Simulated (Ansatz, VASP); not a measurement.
# One calculation of Mo3Ru, two programs

Contents of INCAR:

```
SYSTEM = Mo3Ru
ALGO = Fast
EDIFF = 1E-6
EDIFFG = -0.01
ENCUT = 600
GGA = PE
IBRION = 2
ISIF = 3
ISMEAR = 0
LASPH = .TRUE.
LCHARG = .FALSE.
LREAL = .FALSE.
LWAVE = .FALSE.
NELM = 100
NSW = 100
PREC = Accurate
SIGMA = 0.1
```

The input KPOINTS:

```
k-points
0
G
  12 12 12
  0 0 0
```

File POSCAR:

```
Mo3Ru
1.0
    0.0000000000      3.1334805666      3.1334805666
    3.1334805666      0.0000000000      3.1334805666
    3.1334805666      3.1334805666      0.0000000000
Mo Ru
3 1
Direct
    0.7500000000      0.7500000000      0.7500000000
    0.5000000000      0.5000000000      0.5000000000
    0.2500000000      0.2500000000      0.2500000000
    0.0000000000      0.0000000000      0.0000000000
```

Input for Ansatz:

```yaml
crystal:
  lattice:
    - [0.0, 3.1334805666, 3.1334805666]
    - [3.1334805666, 0.0, 3.1334805666]
    - [3.1334805666, 3.1334805666, 0.0]
  atoms:
    - { symbol: Mo, position: [0.75, 0.75, 0.75] }
    - { symbol: Mo, position: [0.5, 0.5, 0.5] }
    - { symbol: Mo, position: [0.25, 0.25, 0.25] }
    - { symbol: Ru, position: [0.0, 0.0, 0.0] }
basis:
  ecutwfc: 420
kpoints:
  mp_grid: { grid: [12, 12, 12] }
hamiltonian:
  xc: pbe
scf:
  occupations: { method: gaussian, width: 0.1 }
output:
  forces: true
  stress: true
  eigenvalues: true
  write_density: true
  write_potential: true
  elf: true
  volumetric_format: npy
relax:
  adjacent_minimum: "off"
  f_tol: 0.01
  max_steps: 80
  cell: { stress_tol: 0.05 }
```

Alike in both runs: task relaxation of cell and atoms; functional PBE; k mesh 12 × 12 × 12; occupations gaussian, width 0.1 eV; no spin polarisation.

|  | VASP | Ansatz |
| --- | --- | --- |
| version | VASP 6.6.1 | Ansatz 0.2.0 |
| potentials or method | VASP PAW PBE potentials, release 64 (Mo_sv, Ru_pv), cutoff 600 eV | scalar-relativistic, plane waves, PAW |
| valence electrons in the cell | 56 | 58 |

|  | VASP | Ansatz | Ansatz less VASP |
| --- | --- | --- | --- |
| gap on the k mesh at the Fermi level, each at its own relaxed structure (eV) | none | none | - |
| relaxed volume (Å³/atom) | 15.38 | 15.37 | -0.012 |
| relaxed cell length with the largest relative difference (Å) | 4.431 | 4.430 | -0.0011 |

A gap of «none» marks a metal or a gap that the smearing closes. VASP's potentials hold 56 valence electrons a cell and Ansatz's 58, so a difference there can come from the potentials and not from the codes.

Noted on VASP's run: the relaxation stopped at its first step, so nothing moved.
